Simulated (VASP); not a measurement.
# BeS (I-4m2) in VASP: a series of runs

BeS is run at these levels: HSE06; tasks: single point.

Program: VASP 6.6.1. These are calculated values, not measurements. Logs are shortened: lines on timing, memory, paths and dates and some standing lists are left out, and cuts for length are marked.

### 1 The cell of the first run

The structure is tetragonal, space group I-4m2 (No. 119). Conventional cell: a = 3.408 Å, b = 3.408 Å, c = 4.906 Å, α = 90.00°, β = 90.00°, γ = 90.00°. Be (site symmetry -4m2) has 4 S at 2.10 Å within 2.8 Å. S (site symmetry -4m2) has 4 Be at 2.10 Å within 2.8 Å.

### 2 Single point, HSE06 (epitaxial xy strain -1.0%)

POSCAR reads:

```
BeS
1.0
    0.0000000000      2.4099631680      2.4530041424
    2.4099631680      0.0000000000      2.4530041424
    2.4099631680      2.4099631680      0.0000000000
Be S
1 1
Direct
    0.0000000000      0.0000000000      0.0000000000
    0.2500000000      0.2500000000      0.2500000000
```

INCAR.step1 reads:

```
SYSTEM = BeS
ALGO = Normal
EDIFF = 1E-5
ENCUT = 520
GGA = PE
ISIF = 2
ISMEAR = 0
LASPH = .True.
LCHARG = .False.
LREAL = .False.
LWAVE = .True.
NBANDS = 11
NELM = 60
PREC = Accurate
SIGMA = 0.01
```

INCAR.step2 reads:

```
SYSTEM = BeS
ALGO = Normal
EDIFF = 1E-7
ENCUT = 520
GGA = PE
HFSCREEN = 0.2079
ISIF = 2
ISMEAR = 0
ISTART = 1
LASPH = .True.
LCHARG = .False.
LHFCALC = .True.
LREAL = .False.
LWAVE = .False.
NBANDS = 11
NELM = 60
PREC = Accurate
PRECFOCK = Normal
SIGMA = 0.01
```

KPOINTS reads:

```
k-points
0
Gamma
  6 6 6
  0 0 0
```

Potentials or basis: VASP PAW PBE potentials, release 64 (Be, S).

Run with:

```
> cat potpaw_PBE.64/Be/POTCAR potpaw_PBE.64/S/POTCAR > POTCAR
> cp INCAR.step1 INCAR
> mpirun -np 1 vasp_std > vasp.out
> cp INCAR.step2 INCAR
> mpirun -np 1 vasp_std > vasp.out
```

OUTCAR:

```text
SYSTEM = BeS
   EDIFF = 1E-7
   ENCUT = 520
   GGA = PE
   HFSCREEN = 0.2079
   ISIF = 2
   ISMEAR = 0
   ISTART = 1
   LASPH = .True.
   LHFCALC = .True.
   LREAL = .False.
   NELM = 60
   PREC = Accurate
   PRECFOCK = Normal

 ion  position               nearest neighbor table
   1  0.000  0.000  0.000-   2 2.10   2 2.10   2 2.10   2 2.10
   2  0.250  0.250  0.250-   1 2.10   1 2.10   1 2.10   1 2.10

  LATTYP: Found a body centered tetragonal cell.
 ALAT       =     3.4082025970
 C/A-ratio  =     1.4394708487

  Lattice vectors:

 A1 = (  -2.4099631680,   0.0000000000,   2.4530041424)
 A2 = (   2.4099631680,   0.0000000000,   2.4530041424)
 A3 = (   0.0000000000,   2.4099631680,  -2.4530041424)

Analysis of symmetry for initial positions (statically):
=====================================================================
 Subroutine PRICEL returns:
 Original cell was already a primitive cell.

 Routine SETGRP: Setting up the symmetry group for a
 body centered tetragonal supercell.

 Subroutine GETGRP returns: Found  8 space group operations
 (whereof  8 operations were pure point group operations)
 out of a pool of 16 trial point group operations.

The static configuration has the point symmetry D_2d.

Analysis of symmetry for dynamics (positions and initial velocities):
=====================================================================
 Subroutine PRICEL returns:
 Original cell was already a primitive cell.

 Routine SETGRP: Setting up the symmetry group for a
 body centered tetragonal supercell.

 Subroutine GETGRP returns: Found  8 space group operations
 (whereof  8 operations were pure point group operations)
 out of a pool of 16 trial point group operations.

The dynamic configuration has the point symmetry D_2d.

 Subroutine INISYM returns: Found  8 space group operations
 (whereof  8 operations are pure point group operations),
 and found     1 'primitive' translations

----------------------------------------------------------------------------------------

                                     Primitive cell

  volume of cell :      28.4937

  direct lattice vectors                    reciprocal lattice vectors
     0.000000000  2.409963168  2.453004142    -0.207472050  0.207472050  0.203831698
     2.409963168  0.000000000  2.453004142     0.207472050 -0.207472050  0.203831698
     2.409963168  2.409963168  0.000000000     0.207472050  0.207472050 -0.203831698

  length of vectors
     3.438771844  3.438771844  3.408202597     0.357262739  0.357262739  0.357262739

  position of ions in fractional coordinates (direct lattice)
     0.000000000  0.000000000  0.000000000
     0.250000000  0.250000000  0.250000000

  ion indices of the primitive-cell ions
   primitive index   ion index
                 1           1
                 2           2

----------------------------------------------------------------------------------------

 KPOINTS: k-points

Automatic generation of k-mesh.
 Grid dimensions read from file:
 generate k-points for:    6    6    6

 Generating k-lattice:

  Cartesian coordinates                     Fractional coordinates (reciprocal lattice)
    -0.034578675  0.034578675  0.033971950     0.166666667 -0.000000000  0.000000000
     0.034578675 -0.034578675  0.033971950    -0.000000000  0.166666667  0.000000000
     0.034578675  0.034578675 -0.033971950     0.000000000  0.000000000  0.166666667

  Length of vectors
     0.059543790  0.059543790  0.059543790

  Shift w.r.t. Gamma in fractional coordinates (k-lattice)
     0.000000000  0.000000000  0.000000000

 Subroutine IBZKPT returns following result:
 ===========================================

 Found     30 irreducible k-points:

 Following reciprocal coordinates:
            Coordinates               Weight
  0.000000  0.000000  0.000000      1.000000
  0.166667  0.000000  0.000000      8.000000
  0.333333  0.000000  0.000000      8.000000
  0.500000 -0.000000  0.000000      4.000000
  0.166667  0.166667  0.000000      2.000000
  0.333333  0.166667  0.000000      8.000000
[... 16 lines left out ...]
  0.333333  0.000000  0.333333      4.000000
  0.500000 -0.000000  0.333333     16.000000
 [... further k-points ...]
   k-points           NKPTS =     30   k-points in BZ     NKDIM =    216   number of bands    NBANDS=     11
   number of dos      NEDOS =    301   number of ions     NIONS =      2
   total plane-waves  NPLWV =  21952
   dimension x,y,z NGX =    28 NGY =   28 NGZ =   28
   dimension x,y,z NGXF=    56 NGYF=   56 NGZF=   56
   ions per type =               1   1
   NGX,Y,Z   is equivalent  to a cutoff of  13.54, 13.54, 13.66 a.u.
   NGXF,Y,Z  is equivalent  to a cutoff of  27.07, 27.07, 27.32 a.u.
 SYSTEM =  BeS
   PREC   = accura    normal or accurate (medium, high low for compatibility)
   ISTART =      1    job   : 0-new  1-cont  2-samecut
   ICHARG =      0    charge: 1-file 2-atom 10-const
   ISPIN  =      1    spin polarized calculation?
   LNONCOLLINEAR =      F non collinear calculations
   LSORBIT =      F    spin-orbit coupling
   LASPH  =      T    aspherical Exc in radial PAW
   ENCUT  =  520.0 eV  38.22 Ry    6.18 a.u.   6.39  6.39  6.34*2*pi/ulx,y,z
   NELM   =     60;   NELMIN=  2; NELMDL=  0     # of ELM steps
   EDIFF  = 0.1E-06   stopping-criterion for ELM
   LREAL  =      F    real-space projection
   EDIFFG = 0.1E-05   stopping-criterion for IOM
   NSW    =      0    number of steps for IOM
   IBRION =     -1    ionic relax: 0-MD 1-quasi-New 2-CG
   NFREE  =      0    steps in history (QN), initial steepest desc. (CG)
   ISIF   =      2    stress and relaxation
   ISYM   =      3    0-nonsym 1-usesym 2-fastsym
   POTIM  = 0.5000    time-step for ionic-motion
   TEBEG  =    0.0;   TEEND  =   0.0 temperature during run
   PSTRESS=    0.0 pullay stress
   NELECT =       8.0000    total number of electrons
   NUPDOWN=      -1.0000    fix difference up-down
   EMIN   =  10.00;   EMAX   =-10.00  energy-range for DOS
   EFERMI =   0.00;   METHOD = LEGACY
   ISMEAR =     0;   SIGMA  =   0.01  broadening in eV -4-tet -1-fermi 0-gaus
   EFERMI_NEDOS =   21; number of points for ismear=-14 and -15
   IALGO  =     38    algorithm
   IMIX   =      1    mixing-type and parameters
     AMIX     =   0.40;   BMIX     =  1.00
     AMIX_MAG =   1.60;   BMIX_MAG =  1.00
  volume/ion in A,a.u.               =      14.25        96.14
  Fermi-wavevector in a.u.,A,eV,Ry     =   1.071984  2.025757 15.635142  1.149151
  Thomas-Fermi vector in A             =   2.207741
   LORBIT       =      0    0 simple, 1 ext, 2 COOP (PROOUT), +10 PAW based schemes
   GGA     = PE    functional components
   LHFCALC =     T    Hartree Fock is set to
   PRECFOCK=normal    Normal, Fast or Accurate (Low or Medium for compatibility)
   ENCUT4O =  -1.0   cutoff for four orbital integrals eV
   NKREDX  =     1    reduce k-point grid by
   NKREDY  =     1    reduce k-point grid by
   NKREDZ  =     1    reduce k-point grid by
   AEXX    =    0.2500 exact exchange contribution
   HFSCREEN=    0.2079 screening length (either q_TF or 0.3 A-1)
   HFSCREENC=   0.2079 screening length for correlation (either q_TF or 0.3 A-1)
   ENCUTFOCK=  -1.0 apply spherical cutoff to Coloumb kernel
   IVDW    =     0    specifies the selected vdW correction
   LEPSILON=     F    determine dielectric tensor
   LRPA    =     F    only Hartree local field effects (RPA)
 non-spin polarized calculation
 Gauss-broadening in eV      SIGMA  =   0.01
  energy-cutoff  :      520.00
  volume of cell :       28.49
 maximum number of plane-waves:       785
 NGX is ok and might be reduce to    28
  NGX = 20; NGY = 20; NGZ = 20

 number of electron       7.9999999 magnetization

 Free energy of the ion-electron system (eV)
  ---------------------------------------------------
  ext. energy  EPLUGINS =         0.00000000
  ---------------------------------------------------
  free energy    TOTEN  =       -11.38641830 eV

  energy without entropy =      -11.38641830  energy(sigma->0) =      -11.38641830

 E-fermi :   3.6209     XC(G=0):  -8.0912

 val. band max:        3.5651033750   @ k =   0.0000   0.0000   0.0000
 cond. band min:       7.5323548937   @ k =   0.5000   0.0000   0.5000
 fundamental gap:      3.9672515187
 Fermi energy:         3.6208869408

 k-point     1 :       0.0000    0.0000    0.0000
  band No.  band energies     occupation
      1     -11.5619      2.00000
      2       3.4637      2.00000
      3       3.5651      2.00000
      4       3.5651      2.00000
      5      10.3908      0.00000
      6      10.3908      0.00000
      7      10.4122      0.00000
      8      10.6024      0.00000
      9      17.5889      0.00000
     10      18.0123      0.00000
     11      19.8145      0.00000

 k-point     2 :       0.1667    0.0000    0.0000
  band No.  band energies     occupation
      1     -11.2188      2.00000
      2       1.4949      2.00000
      3       3.1332      2.00000
      4       3.2338      2.00000
      5      10.2766      0.00000
      6      11.0006      0.00000
      7      11.0043      0.00000
      8      12.7103      0.00000
      9      16.6667      0.00000
     10      16.9358      0.00000
     11      19.4763      0.00000

 k-point     3 :       0.3333    0.0000    0.0000
  band No.  band energies     occupation
      1     -10.3610      2.00000
      2      -1.4632      2.00000
      3       2.5569      2.00000
      4       2.7101      2.00000
      5      10.1749      0.00000
      6      11.3768      0.00000
      7      11.4928      0.00000
      8      15.3452      0.00000
      9      17.6088      0.00000
     10      17.6257      0.00000
     11      19.2170      0.00000
[... 267 lines left out ...]
 k-point    23 :       0.3333    0.0000    0.3333
  band No.  band energies     occupation
      1      -9.9390      2.00000
      2      -0.6674      2.00000
      3       1.1132      2.00000
      4       1.1515      2.00000
      5       8.3440      0.00000
      6      10.2059      0.00000
      7      15.2116      0.00000
      8      15.5775      0.00000
      9      18.1497      0.00000
     10      20.0923      0.00000
     11      22.9223      0.00000

 k-point    24 :       0.5000   -0.0000    0.3333
  band No.  band energies     occupation
      1      -9.3354      2.00000
      2      -1.6078      2.00000
      3       0.0380      2.00000
      4       0.9532      2.00000
      5       8.5523      0.00000
      6      10.8184      0.00000
      7      15.6790      0.00000
      8      16.0562      0.00000
      9      19.4705      0.00000
     10      20.4716      0.00000
     11      21.7921      0.00000

 [... further k-points ...]

------------------------ aborting loop because EDIFF is reached ----------------------------------------

  FORCE on cell =-STRESS in cart. coord.  units (eV):
  Direction    XX          YY          ZZ          XY          YZ          ZX
  --------------------------------------------------------------------------------------
  -------------------------------------------------------------------------------------
  Total        0.1396370      0.1396370     -0.1953664      0.0000000      0.0000000      0.0000000
  in kB        7.8516670      7.8516670    -10.9852871      0.0000000      0.0000000      0.0000000
  external PRESSURE =       1.5726823 kB  Pullay stress =       0.0000000 kB

 VOLUME and BASIS-vectors are now :
 -----------------------------------------------------------------------------
  energy-cutoff  :      520.00
  volume of cell :       28.49
      direct lattice vectors                 reciprocal lattice vectors
     0.000000000  2.409963168  2.453004142    -0.207472050  0.207472050  0.203831698
     2.409963168  0.000000000  2.453004142     0.207472050 -0.207472050  0.203831698
     2.409963168  2.409963168  0.000000000     0.207472050  0.207472050 -0.203831698

 POSITION                                       TOTAL-FORCE (eV/Angst)
 -----------------------------------------------------------------------------------
      0.00000      0.00000      0.00000        -0.000000     -0.000000      0.000000
      1.20498      1.20498      1.22650         0.000000      0.000000     -0.000000
 -----------------------------------------------------------------------------------
    total drift:                               -0.000000     -0.000000     -0.000000

  FREE ENERGIE OF THE ION-ELECTRON SYSTEM (eV)
  ---------------------------------------------------
  free  energy   TOTEN  =       -11.3864183020 eV

  energy  without entropy=      -11.3864183020  energy(sigma->0) =      -11.38641830
```

It took 28 min on 1 thread of AMD EPYC 7R43 (Zen 3), shared host; peak memory 0.23 GiB.

What came out:

```yaml
Free_energy: -11.3864 eV
Pressure: 0.2 GPa
Band_gap_on_the_k_mesh: 3.97 eV (least direct gap 6.83 eV)
```

Levels at points of the mesh, in eV from the valence-band top:
| k point | band 1 | band 2 | band 3 | band 4 | band 5 | band 6 | band 7 | band 8 | band 9 |
| --- | --- | --- | --- | --- | --- | --- | --- | --- | --- |
| (0.00, 0.00, 0.00) | -15.13 | -0.10 | 0.00 | 0.00 | 6.83 | 6.83 | 6.85 | 7.04 | 14.02 |
| (0.50, 0.00, 0.00) | -13.34 | -6.40 | -1.25 | -1.07 | 6.55 | 7.68 | 7.83 | 12.52 | 16.46 |
| (0.50, 0.50, 0.00) | -12.80 | -5.67 | -2.81 | -2.81 | 4.11 | 6.04 | 14.49 | 14.49 | 17.08 |
| (0.50, 0.00, 0.50) | -12.71 | -5.54 | -2.98 | -2.95 | 3.97 | 5.87 | 14.44 | 14.52 | 17.30 |

Caveat: the cell differs from its parent crystal (epitaxial xy strain -1.0%); the PAW data sets were made with another functional, which shifts forces and pressure a little. A k mesh can miss the band edges.

### 3 Single point, HSE06 (epitaxial xy strain +1.0%)

POSCAR reads:

```
BeS
1.0
    0.0000000000      2.4586492927      2.4152593665
    2.4586492927      0.0000000000      2.4152593665
    2.4586492927      2.4586492927      0.0000000000
Be S
1 1
Direct
    0.0000000000      0.0000000000      0.0000000000
    0.2500000000      0.2500000000      0.2500000000
```

INCAR.step1 reads:

```
SYSTEM = BeS
PREC = Accurate
ENCUT = 520
EDIFF = 1E-5
ISMEAR = 0
SIGMA = 0.01
LREAL = .False.
LASPH = .True.
NELM = 100
ALGO = Normal
ISIF = 2
LWAVE = .True.
LCHARG = .False.
NBANDS = 11
GGA = PE
```

INCAR.step2 reads:

```
SYSTEM = BeS
PREC = Accurate
ENCUT = 520
EDIFF = 1E-6
ISMEAR = 0
SIGMA = 0.01
LREAL = .False.
LASPH = .True.
NELM = 100
ALGO = Normal
ISIF = 2
LWAVE = .False.
LCHARG = .False.
GGA = PE
LHFCALC = .True.
HFSCREEN = 0.2079
PRECFOCK = Normal
NBANDS = 11
ISTART = 1
```

KPOINTS reads:

```
Automatic mesh
0
Gamma
  6 6 6
  0 0 0
```

Potentials or basis: VASP PAW PBE potentials, release 64 (Be, S).

Run with:

```
> cat potpaw_PBE.64/Be/POTCAR potpaw_PBE.64/S/POTCAR > POTCAR
> cp INCAR.step1 INCAR
> mpirun -np 1 vasp_std > vasp.out
> cp INCAR.step2 INCAR
> mpirun -np 1 vasp_std > vasp.out
```

Run time: 25 min. Hardware: 1 thread of AMD EPYC 7R43 (Zen 3), shared host; peak memory 0.22 GiB.

Results (log left out):

| Property | Result |
| --- | --- |
| Free energy | -11.3821 eV |
| Pressure | -2.2 GPa |
| Band gap on the k mesh | 3.95 eV (least direct gap 6.79 eV) |

Stress tensor (GPa, compression positive):
```
-2.76  0.00  0.00
 0.00 -2.76  0.00
 0.00  0.00 -1.00
```

Levels at points of the mesh, in eV from the valence-band top:
```
           k point  band 1  band 2  band 3  band 4  band 5  band 6  band 7  band 8
(0.00, 0.00, 0.00)  -14.98   -0.09   -0.09    0.00    6.79    6.80    6.82    6.82
(0.50, 0.00, 0.00)  -13.27   -6.26   -1.23   -1.07    6.44    7.63    7.82   12.38
(0.50, 0.50, 0.00)  -12.63   -5.39   -2.95   -2.95    3.95    5.80   14.26   14.26
(0.50, 0.00, 0.50)  -12.72   -5.52   -2.82   -2.78    4.09    5.98   14.20   14.27
```

Caveat: the cell differs from its parent crystal (epitaxial xy strain +1.0%); the PAW data sets were made with another functional, which shifts forces and pressure a little. A k mesh can miss the band edges.

### 4 Single point, HSE06 (epitaxial xy strain +2.0%)

POSCAR reads:

```
BeS
1.0
    0.0000000000      2.4829923550      2.3957901011
    2.4829923550      0.0000000000      2.3957901011
    2.4829923550      2.4829923550      0.0000000000
Be S
1 1
Direct
    0.0000000000      0.0000000000      0.0000000000
    0.2500000000      0.2500000000      0.2500000000
```

INCAR.step1 reads:

```
PREC     = Accurate       # precision mode
ENCUT    = 520            # plane-wave cutoff, eV
EDIFF    = 1E-5           # SCF threshold, eV
ISMEAR   = 0              # smearing method
SIGMA    = 0.01           # smearing width, eV
LREAL    = False          # projectors in reciprocal space
LASPH    = True           # aspherical terms in the spheres
NELM     = 60             # most SCF steps
ALGO     = Normal         # electronic algorithm
ISIF     = 2              # what is computed and relaxed
LWAVE    = True           # write WAVECAR
NBANDS   = 11             # bands
GGA      = PE             # functional
```

INCAR.step2 reads:

```
PREC     = Accurate       # precision mode
ENCUT    = 520            # plane-wave cutoff, eV
EDIFF    = 1E-6           # SCF threshold, eV
ISMEAR   = 0              # smearing method
SIGMA    = 0.01           # smearing width, eV
LREAL    = False          # projectors in reciprocal space
LASPH    = True           # aspherical terms in the spheres
NELM     = 60             # most SCF steps
ALGO     = Normal         # electronic algorithm
ISIF     = 2              # what is computed and relaxed
LWAVE    = False          # write WAVECAR
LCHARG   = True           # write CHGCAR
GGA      = PE             # functional
LHFCALC  = True           # exact exchange
HFSCREEN = 0.2079         # screening, 1/A
PRECFOCK = Normal       
LELF     = True           # ELF
LVHAR    = True         
NBANDS   = 11             # bands
ISTART   = 1
```

KPOINTS reads:

```
Automatic mesh
0
Gamma
  6 6 6
```

Run with:

```
> cat potpaw_PBE.64/Be/POTCAR potpaw_PBE.64/S/POTCAR > POTCAR
> cp INCAR.step1 INCAR
> mpirun -np 1 vasp_std > vasp.out
> cp INCAR.step2 INCAR
> mpirun -np 1 vasp_std > vasp.out
```

It took 29 min on 1 thread of AMD EPYC 7R43 (Zen 3), shared host; peak memory 0.22 GiB.

The run converged. Its results:

| Property | Result |
| --- | --- |
| Free energy | -11.3708 eV |
| Pressure | -3.2 GPa |
| Band gap on the k mesh | 3.83 eV (least direct gap 6.63 eV) |

Stress tensor (GPa, compression positive):
```
-4.35  0.00  0.00
 0.00 -4.35  0.00
 0.00  0.00 -0.95
```

Levels at points of the mesh, in eV from the valence-band top:
```csv
k point,band 2,band 3,band 4,band 5,band 6,band 7
"(0.00, 0.00, 0.00)",-0.18,-0.18,0.00,6.63,6.74,6.78
"(0.50, 0.00, 0.00)",-6.23,-1.35,-1.03,6.28,7.49,7.90
"(0.50, 0.50, 0.00)",-5.30,-3.06,-3.06,3.83,5.64,14.10
"(0.50, 0.00, 0.50)",-5.55,-2.80,-2.73,4.10,5.99,13.97
```

Caveat: the cell differs from its parent crystal (epitaxial xy strain +2.0%); the cell stands under tension; the PAW data sets were made with another functional, which shifts forces and pressure a little.

### 5 Summary

| cell | gap on the mesh (eV) | pressure (GPa) |
| --- | --- | --- |
| a = 3.439, b = 3.439, c = 3.408 Å, angles 60.3, 60.3, 59.4°, 2 atoms | 3.97 | 0.2 |
| a = 3.447, b = 3.447, c = 3.477 Å, angles 59.7, 59.7, 60.6°, 2 atoms | 3.95 | -2.2 |
| a = 3.450, b = 3.450, c = 3.511 Å, angles 59.4, 59.4, 61.2°, 2 atoms | 3.83 | -3.2 |

Alike in all rows: task single point; level HSE06; potentials or basis VASP PAW PBE potentials, release 64 (Be, S); no spin polarisation; k mesh 6 × 6 × 6; cutoff (eV) 520; smearing gaussian 0.01 eV.

Caveats: the PAW data sets were made with another functional, which shifts forces and pressure a little; the cell stands under tension (at least some runs).

Absolute energies hang on the potentials; compare differences alone.
